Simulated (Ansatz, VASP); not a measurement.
K in VASP and in Ansatz

The input INCAR:

```
SYSTEM = K
  PREC = Accurate
  ENCUT = 520
  EDIFF = 1E-6
  ISMEAR = -1
  SIGMA = 0.1
  LREAL = .False.
  LASPH = .True.
  NELM = 80
  ALGO = Normal
  ISIF = 2
  LWAVE = .False.
  LCHARG = .True.
  GGA = PE
  LELF = .True.
  LVHAR = .True.
  NBANDS = 10
```

File KPOINTS:

```
regular mesh
0
Gamma
  14 14 14
  0 0 0
```

The input POSCAR:

```
K
1.0
   -2.6764776059      2.6764776059      2.6764776059
    2.6764776059     -2.6764776059      2.6764776059
    2.6764776059      2.6764776059     -2.6764776059
K
1
Direct
    0.0000000000      0.0000000000      0.0000000000
```

Input for Ansatz:

```yaml
crystal:
  lattice:
    - [-2.6764776059, 2.6764776059, 2.6764776059]
    - [2.6764776059, -2.6764776059, 2.6764776059]
    - [2.6764776059, 2.6764776059, -2.6764776059]
  atoms:
    - { symbol: K, position: [0.0, 0.0, 0.0] }
hamiltonian:
  xc: pbe
  pseudopotentials:
    kind: paw
    azcp:
      K: "pseudopotentials/K.paw.azcp"
basis:
  ecutwfc: 420
  fft_grid_basis: typed
kpoints:
  mp_grid: { grid: [14, 14, 14], shift: [0, 0, 0] }
magnetization:
  spin_polarized: false
scf:
  occupations: { method: fermi_dirac, width: 0.1 }
output:
  stress: true
```

Alike in both runs: task single point; functional PBE; k mesh 14 × 14 × 14; occupations fermi-dirac, width 0.1 eV; no spin polarisation.

```csv
,VASP,Ansatz
version,VASP 6.6.1,Ansatz 0.2.0
potentials or method,"VASP PAW PBE potentials, release 64 (K_sv), cutoff 520 eV","plane waves (420 eV) with PAW, scalar-relativistic"
valence electrons in the cell,9,9
```

|  | VASP | Ansatz | Ansatz less VASP |
| --- | --- | --- | --- |
| pressure (GPa) | -0.1 | -0.1 | +0.01 |

With one functional, cell and mesh, what is left measures potentials, basis and numerics.
